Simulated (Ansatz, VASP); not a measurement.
InSb in VASP and in Ansatz

```
In Sb
1.0
     5.32105    0.00000    0.00000
     0.00000    5.67366    0.00000
     0.00000    0.00000    3.04244
In Sb
2 2
Direct
  0.00000 0.00000 0.00000
  0.50000 0.50000 0.00000
  0.50000 0.00000 0.83500
  0.00000 0.50000 0.16500
```

Change from the starting cell: volume scaled by 0.98, PAW files.

Alike in both runs: task electric field gradients; functional LDA; k mesh 6 × 6 × 11; occupations fermi-dirac, width 0.08 eV; no spin polarisation.

|  | VASP | Ansatz |
| --- | --- | --- |
| version | VASP 6.6.1 | Ansatz 0.2.0 |
| potentials or method | VASP PAW LDA potentials, release 64 (In_d, Sb) | PAW with Ansatz's default frozen-core files, scalar-relativistic |
| plane-wave cutoff (eV) | 520 | 420 |
| valence electrons in the cell | 36 | 56 |

Ansatz gave:

```
pressure (GPa)                                                : 13.8
traceless stress, the component that is largest in VASP (GPa) : 11.94
rms of the force components (eV/Å)                            : 0.291
size of Vzz on the site where it differs most (V/Å²)          : 75.5
```

**Question.** Estimate VASP's values.

**Answer.** Pressure (GPa): 14.2; traceless stress, the component that is largest in VASP (GPa): 11.98; rms of the force components (eV/Å): 0.294; size of Vzz on the site where it differs most (V/Å²): 86.3.

LDA's correlation is that of Perdew and Zunger in VASP and of Perdew and Wang (1992) in Ansatz. Atom by atom the forces differ by 0.003 eV/Å (rms over components). VASP's potentials hold 36 valence electrons a cell and Ansatz's 56, so a difference there can come from the potentials and not from the codes.

Spin-orbit coupling is off throughout.
